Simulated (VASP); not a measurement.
# Li (P6_3/mmc) in VASP: notebook

The runs below take Li through relaxation of cell and atoms, single point, with PBE.

All numbers are computed with VASP 6.6.1; they aren't measurements. Logs are shortened: lines on timing, memory, paths and dates and some standing lists are left out, and cuts for length are marked.

### Step 1. The cell of the first run

It takes space group P6_3/mmc (No. 194, hexagonal). The conventional cell has a = 3.420 Å, b = 3.420 Å, c = 4.856 Å, α = 90.00°, β = 90.00°, γ = 120.00°. Within 3.1 Å of Li (site symmetry -3m) lie 8 Li at 2.32 to 2.43 Å. Within 3.1 Å of Li (site symmetry -6m2) lie 6 Li at 2.32 Å.

### Step 2. Relaxation of cell and atoms, PBE, target pressure 16 GPa, at which the enthalpy is minimised

The input, INCAR:

```
PREC     = Accurate       # precision mode
ENCUT    = 600            # plane-wave cutoff, eV
EDIFF    = 1E-6           # SCF threshold, eV
ISMEAR   = -1             # smearing method
SIGMA    = 0.08           # smearing width, eV
LREAL    = F              # projectors in reciprocal space
LASPH    = T              # aspherical terms in the spheres
NELM     = 100            # most SCF steps
ALGO     = Normal         # electronic algorithm
ISIF     = 3              # what is computed and relaxed
LWAVE    = F              # write WAVECAR
LCHARG   = F              # write CHGCAR
GGA      = PE             # functional
IBRION   = 2              # ionic algorithm
NSW      = 60             # ionic steps
EDIFFG   = -0.005         # ionic threshold
PSTRESS  = 160.0
```

The input, KPOINTS:

```
regular mesh
0
Gamma
  11 11 7
```

The input, POSCAR:

```
Li
1.0
    3.4198367808      0.0000000000      0.0000000000
   -1.7099183904      2.9616655289      0.0000000000
    0.0000000000      0.0000000000      4.8561682287
Li
4
Direct
    0.0000000000      0.0000000000      0.0000000000
    0.0000000000      0.0000000000      0.5000000000
    0.3333333333      0.6666666667      0.2500000000
    0.6666666667      0.3333333333      0.7500000000
```

Potentials or basis: VASP PAW PBE potentials, release 64 (Li_sv).

Launch:

```sh
> cat potpaw_PBE.64/Li_sv/POTCAR > POTCAR
> mpirun -np 1 vasp_std > vasp.out
```

OUTCAR:

```text
PREC = Accurate
   ENCUT = 600
   EDIFF = 1E-6
   ISMEAR = -1
   LREAL = F
   LASPH = T
   NELM = 100
   ISIF = 3
   GGA = PE
   IBRION = 2
   NSW = 60
   EDIFFG = -0.005
   PSTRESS = 160.0

 ion  position               nearest neighbor table
   1  0.000  0.000  0.000-   3 2.32   4 2.32   3 2.32   4 2.32   4 2.32   3 2.32   2 2.43   2 2.43

   2  0.000  0.000  0.500-   3 2.32   4 2.32   3 2.32   4 2.32   4 2.32   3 2.32   1 2.43   1 2.43

   3  0.333  0.667  0.250-   1 2.32   2 2.32   1 2.32   2 2.32   1 2.32   2 2.32
   4  0.667  0.333  0.750-   1 2.32   2 2.32   1 2.32   2 2.32   1 2.32   2 2.32

  LATTYP: Found a hexagonal cell.
 ALAT       =     3.4198367808
 C/A-ratio  =     1.4200000000

  Lattice vectors:

 A1 = (   3.4198367808,   0.0000000000,   0.0000000000)
 A2 = (  -1.7099183904,   2.9616655289,   0.0000000000)
 A3 = (   0.0000000000,   0.0000000000,   4.8561682287)

Analysis of symmetry for initial positions (statically):
=====================================================================
 Subroutine PRICEL returns:
 Original cell was already a primitive cell.

 Routine SETGRP: Setting up the symmetry group for a
 hexagonal supercell.

 Subroutine GETGRP returns: Found 24 space group operations
 (whereof 12 operations were pure point group operations)
 out of a pool of 24 trial point group operations.

The static configuration has the point symmetry D_3d.
 The point group associated with its full space group is D_6h.

Analysis of symmetry for dynamics (positions and initial velocities):
=====================================================================
 Subroutine PRICEL returns:
 Original cell was already a primitive cell.

 Routine SETGRP: Setting up the symmetry group for a
 hexagonal supercell.

 Subroutine GETGRP returns: Found 24 space group operations
 (whereof 12 operations were pure point group operations)
 out of a pool of 24 trial point group operations.

The dynamic configuration has the point symmetry D_3d.
 The point group associated with its full space group is D_6h.

 Subroutine INISYM returns: Found 24 space group operations
 (whereof 12 operations are pure point group operations),
 and found     1 'primitive' translations

----------------------------------------------------------------------------------------

                                     Primitive cell

  volume of cell :      49.1853

  direct lattice vectors                    reciprocal lattice vectors
     3.419836781  0.000000000  0.000000000     0.292411616  0.168823925  0.000000000
    -1.709918390  2.961665529  0.000000000     0.000000000  0.337647851  0.000000000
     0.000000000  0.000000000  4.856168229     0.000000000  0.000000000  0.205923673

  length of vectors
     3.419836781  3.419836781  4.856168229     0.337647851  0.337647851  0.205923673

  position of ions in fractional coordinates (direct lattice)
     0.000000000  0.000000000  0.000000000
     0.000000000  0.000000000  0.500000000
     0.333333333  0.666666667  0.250000000
     0.666666667  0.333333333  0.750000000

  ion indices of the primitive-cell ions
   primitive index   ion index
                 1           1
                 2           2
                 3           3
                 4           4

----------------------------------------------------------------------------------------

 KPOINTS: regular mesh

Automatic generation of k-mesh.
 Grid dimensions read from file:
 generate k-points for:   11   11    7

 Generating k-lattice:

  Cartesian coordinates                     Fractional coordinates (reciprocal lattice)
     0.026582874  0.015347630  0.000000000     0.090909091 -0.000000000  0.000000000
     0.000000000  0.030695259  0.000000000     0.000000000  0.090909091  0.000000000
     0.000000000  0.000000000  0.029417668     0.000000000  0.000000000  0.142857143

  Length of vectors
     0.030695259  0.030695259  0.029417668

  Shift w.r.t. Gamma in fractional coordinates (k-lattice)
     0.000000000  0.000000000  0.000000000

 Subroutine IBZKPT returns following result:
 ===========================================

 Found     64 irreducible k-points:

 Following reciprocal coordinates:
            Coordinates               Weight
  0.000000  0.000000  0.000000      1.000000
  0.090909  0.000000  0.000000      6.000000
  0.181818  0.000000  0.000000      6.000000
  0.272727  0.000000  0.000000      6.000000
  0.363636  0.000000  0.000000      6.000000
  0.454545  0.000000  0.000000      6.000000
[... 16 lines left out ...]
  0.090909  0.090909  0.142857     12.000000
  0.181818  0.090909  0.142857     24.000000
 [... further k-points ...]
   k-points           NKPTS =     64   k-points in BZ     NKDIM =     64   number of bands    NBANDS=     10
   number of dos      NEDOS =    301   number of ions     NIONS =      4
   total plane-waves  NPLWV =  31360
   dimension x,y,z NGX =    28 NGY =   28 NGZ =   40
   dimension x,y,z NGXF=    56 NGYF=   56 NGZF=   80
   ions per type =               4
   NGX,Y,Z   is equivalent  to a cutoff of  13.61, 13.61, 13.69 a.u.
   NGXF,Y,Z  is equivalent  to a cutoff of  27.22, 27.22, 27.39 a.u.
 SYSTEM =  unknown system
   PREC   = accura    normal or accurate (medium, high low for compatibility)
   ISTART =      0    job   : 0-new  1-cont  2-samecut
   ICHARG =      2    charge: 1-file 2-atom 10-const
   ISPIN  =      1    spin polarized calculation?
   LNONCOLLINEAR =      F non collinear calculations
   LSORBIT =      F    spin-orbit coupling
   LASPH  =      T    aspherical Exc in radial PAW
   ENCUT  =  600.0 eV  44.10 Ry    6.64 a.u.   6.83  6.83  9.70*2*pi/ulx,y,z
   NELM   =    100;   NELMIN=  2; NELMDL= -5     # of ELM steps
   EDIFF  = 0.1E-05   stopping-criterion for ELM
   LREAL  =      F    real-space projection
   EDIFFG = -.5E-02   stopping-criterion for IOM
   NSW    =     60    number of steps for IOM
   IBRION =      2    ionic relax: 0-MD 1-quasi-New 2-CG
   NFREE  =      1    steps in history (QN), initial steepest desc. (CG)
   ISIF   =      3    stress and relaxation
   ISYM   =      2    0-nonsym 1-usesym 2-fastsym
   POTIM  = 0.5000    time-step for ionic-motion
   TEBEG  =    0.0;   TEEND  =   0.0 temperature during run
   PSTRESS=  160.0 pullay stress
   NELECT =      12.0000    total number of electrons
   NUPDOWN=      -1.0000    fix difference up-down
   EMIN   =  10.00;   EMAX   =-10.00  energy-range for DOS
   EFERMI =   0.00;   METHOD = LEGACY
   ISMEAR =    -1;   SIGMA  =   0.08  broadening in eV -4-tet -1-fermi 0-gaus
   EFERMI_NEDOS =   21; number of points for ismear=-14 and -15
   IALGO  =     38    algorithm
   IMIX   =      4    mixing-type and parameters
     AMIX     =   0.40;   BMIX     =  1.00
     AMIX_MAG =   1.60;   BMIX_MAG =  1.00
  volume/ion in A,a.u.               =      12.30        82.98
  Fermi-wavevector in a.u.,A,eV,Ry     =   1.022956  1.933106 14.237661  1.046439
  Thomas-Fermi vector in A             =   2.156663
   LORBIT       =      0    0 simple, 1 ext, 2 COOP (PROOUT), +10 PAW based schemes
   GGA     = PE    functional components
   LHFCALC =     F    Hartree Fock is set to
   AEXX    =    0.0000 exact exchange contribution
   IVDW    =     0    specifies the selected vdW correction
   LEPSILON=     F    determine dielectric tensor
   LRPA    =     F    only Hartree local field effects (RPA)
 conjugate gradient relaxation of ions
 non-spin polarized calculation
  energy-cutoff  :      600.00
  volume of cell :       49.19
 maximum number of plane-waves:      1654
 NGX is ok and might be reduce to    28
   NGX = 13   NGY = 13   NGZ = 19

--------------------------------------- Ionic step        1  -------------------------------------------

 number of electron      11.9999991 magnetization

 Free energy of the ion-electron system (eV)
  ---------------------------------------------------
  ext. energy  EPLUGINS =         0.00000000
  ---------------------------------------------------
  free energy    TOTEN  =        -5.65140073 eV

  energy without entropy =       -5.64549432  energy(sigma->0) =       -5.64844752

------------------------ aborting loop because EDIFF is reached ----------------------------------------

  FORCE on cell =-STRESS in cart. coord.  units (eV):
  Direction    XX          YY          ZZ          XY          YZ          ZX
  --------------------------------------------------------------------------------------
  -------------------------------------------------------------------------------------
  Total        3.7121573      3.7121573      6.2668728      0.0000000      0.0000000      0.0000000
  in kB      120.9210316    120.9210316    204.1391736      0.0000000      0.0000000      0.0000000
  external PRESSURE =     -11.3395877 kB  Pullay stress =     160.0000000 kB
[... 99 lines left out ...]
  FREE ENERGIE OF THE ION-ELECTRON SYSTEM (eV)
  ---------------------------------------------------
  free  energy   TOTEN  =        -5.5733012167 eV

  energy  without entropy=       -5.5633109225  energy(sigma->0) =       -5.56830607

  enthalpy is  TOTEN    =        -0.9285638585 eV   P V=        4.6447373582

[... ionic steps 4 to 12 ...]

--------------------------------------- Ionic step       13  -------------------------------------------

 number of electron      12.0000031 magnetization

------------------------ aborting loop because EDIFF is reached ----------------------------------------

  FORCE on cell =-STRESS in cart. coord.  units (eV):
  Direction    XX          YY          ZZ          XY          YZ          ZX
  --------------------------------------------------------------------------------------
  -------------------------------------------------------------------------------------
  Total        4.6355946      4.6355946      4.7928906      0.0000000     -0.0000000      0.0000000
  in kB      160.9668403    160.9668403    166.4287999      0.0000000     -0.0000000      0.0000000
  external PRESSURE =       2.7874935 kB  Pullay stress =     160.0000000 kB
[... 65 lines left out ...]
  enthalpy is  TOTEN    =        -1.1914819446 eV   P V=        4.6124696741

--------------------------------------- Ionic step       15  -------------------------------------------

 number of electron      12.0000019 magnetization

 Free energy of the ion-electron system (eV)
  ---------------------------------------------------
  ext. energy  EPLUGINS =         0.00000000
  ---------------------------------------------------
  free energy    TOTEN  =        -5.81341032 eV

  energy without entropy =       -5.78954263  energy(sigma->0) =       -5.80147647

 E-fermi :   2.6570     XC(G=0):  -8.5657

 val. band max:        2.6505804391   @ k =   0.3636   0.2727   0.4286
 cond. band min:       2.6744526882   @ k =   0.3636   0.0909   0.0000
 fundamental gap:      0.0238722492
 Fermi energy:         2.6570026276

 k-point     1 :       0.0000    0.0000    0.0000
  band No.  band energies     occupation
      1     -43.5853      2.00000
      2     -43.4580      2.00000
      3     -43.3686      2.00000
      4     -43.2479      2.00000
      5      -1.3698      2.00000
      6       0.9891      2.00000
      7       1.0098      2.00000
      8       7.6125      0.00000
      9      12.3808      0.00000
     10      14.3716      0.00000
[... 287 lines left out ...]
 k-point    24 :       0.1818    0.0909    0.1429
  band No.  band energies     occupation
      1     -43.5348      2.00000
      2     -43.4555      2.00000
      3     -43.3507      2.00000
      4     -43.2773      2.00000
      5      -0.5694      2.00000
      6       1.0621      2.00000
      7       2.4753      1.81289
      8       7.6673      0.00000
      9       9.2509      0.00000
     10      10.2369      0.00000

 [... further k-points ...]
[... 5 lines left out ...]
  --------------------------------------------------------------------------------------
  -------------------------------------------------------------------------------------
  Total        4.6045267      4.6045267      4.6110537      0.0000000     -0.0000000      0.0000000
  in kB      159.4050760    159.4050760    159.6310368      0.0000000     -0.0000000      0.0000000
  external PRESSURE =      -0.5196037 kB  Pullay stress =     160.0000000 kB
[... 19 lines left out ...]
  FREE ENERGIE OF THE ION-ELECTRON SYSTEM (eV)
  ---------------------------------------------------
  free  energy   TOTEN  =        -5.8134103167 eV

  energy  without entropy=       -5.7895426328  energy(sigma->0) =       -5.80147647

  enthalpy is  TOTEN    =        -1.1916988189 eV   P V=        4.6217114978

 reached required accuracy - stopping structural energy minimisation
```

Wall time 6.8 min (1 thread of AMD EPYC 7R43 (Zen 3), shared host); peak memory 0.14 GiB.

What came out:

* Free energy: -5.8134 eV
* Relaxed volume: 11.57 Å³/atom
* Relaxed cell: a = 2.925 Å, b = 2.925 Å, c = 6.246 Å, α = 90.00°, β = 90.00°, γ = 120.00°
* Space group after relaxing (to 0.05 Å): P6_3/mmc (No. 194)
* Energy change on relaxing (the enthalpy is what falls): -40.5 meV/atom
* Ionic steps: 15
* Pressure after relaxing: 15.9 GPa
* Band gap on the k mesh: zero (band 6 reaches 3.22 eV, above the bottom of band 7 at 1.01 eV)

The path:
```csv
step,energy change (eV),largest force (eV/Å),pressure (GPa),volume (Å³)
1,0.0000,0.0000,14.87,49.19
2,0.0084,0.0000,15.40,48.55
3,0.0781,0.0000,17.49,46.51
4,0.4598,0.0000,24.42,41.86
5,0.3947,0.0000,23.81,42.14
6,0.2366,0.0000,21.84,42.91
7,0.1382,0.0000,17.24,44.11
8,0.1597,0.0000,20.13,43.44
9,0.1492,0.0000,19.74,43.54
10,0.0833,0.0000,18.98,44.06
11,-0.0948,0.0000,16.91,45.62
12,-0.1425,0.0000,16.34,46.09
13,-0.1476,0.0000,16.28,46.14
14,-0.1526,0.0000,16.17,46.19
15,-0.1620,0.0000,15.95,46.28
```

Final structure:
```
Li
1.0
     2.92500    0.00000    0.00000
    -1.46250    2.53313    0.00000
     0.00000    0.00000    6.24612
Li
4
Direct
  0.00000 0.00000 0.00000
  0.00000 0.00000 0.50000
  0.33333 0.66667 0.25000
  0.66667 0.33333 0.75000
```

Caveat: the cutoff is under 1.25 times the usual one of these potentials, so pressure, stress and relaxed cells hold a basis-set (Pulay) error; the cell is relaxed towards a set pressure, so the enthalpy falls and the energy may rise.

### Step 3. Single point, PBE

This run uses another cell than the first one, of 12.25 Å³/atom, 0.996 times its volume.

The input, INCAR:

```
SYSTEM = Li
ALGO = Normal
EDIFF = 1E-7
ENCUT = 520
GGA = PE
ISIF = 2
ISMEAR = -1
LASPH = .TRUE.
LCHARG = .TRUE.
LELF = .TRUE.
LREAL = .FALSE.
LVHAR = .TRUE.
LWAVE = .FALSE.
NBANDS = 14
NELM = 60
PREC = Accurate
SIGMA = 0.08
```

The input, KPOINTS:

```
k-points
0
G
  11 11 7
  0 0 0
```

The input, POSCAR:

```
Li
1.0
    2.5646143205      0.0000000000      0.0000000000
   -1.2823071603      2.2210211525      0.0000000000
    0.0000000000      0.0000000000      8.6043203701
Li
4
Direct
    0.0000000000      0.0000000000      0.0000000000
    0.0000000000      0.0000000000      0.5000000000
    0.3333333333      0.6666666667      0.2500000000
    0.6666666667      0.3333333333      0.7500000000
```

Potentials or basis: VASP PAW PBE potentials, release 64 (Li_sv).

Launch:

```sh
> cat potpaw_PBE.64/Li_sv/POTCAR > POTCAR
> mpirun -np 1 vasp_std > vasp.out
```

Wall time 15 s (1 thread of Intel Xeon 6975P-C (Granite Rapids), shared host); peak memory 0.16 GiB.

The run converged. Its results:

```yaml
Free_energy: -6.5295 eV
Band_gap_on_the_k_mesh: zero (band 6 reaches 4.42 eV, above the bottom of band 7 at -0.49 eV)
```

Levels at points of the mesh, in eV from the Fermi level:
```
           k point  band 4  band 5  band 6  band 7  band 8  band 9
(0.00, 0.00, 0.00)  -45.78   -4.10   -2.92   -2.92   -0.55    4.78
```

Caveat: the cutoff is under 1.25 times the usual one of these potentials, so pressure, stress and relaxed cells hold a basis-set (Pulay) error.
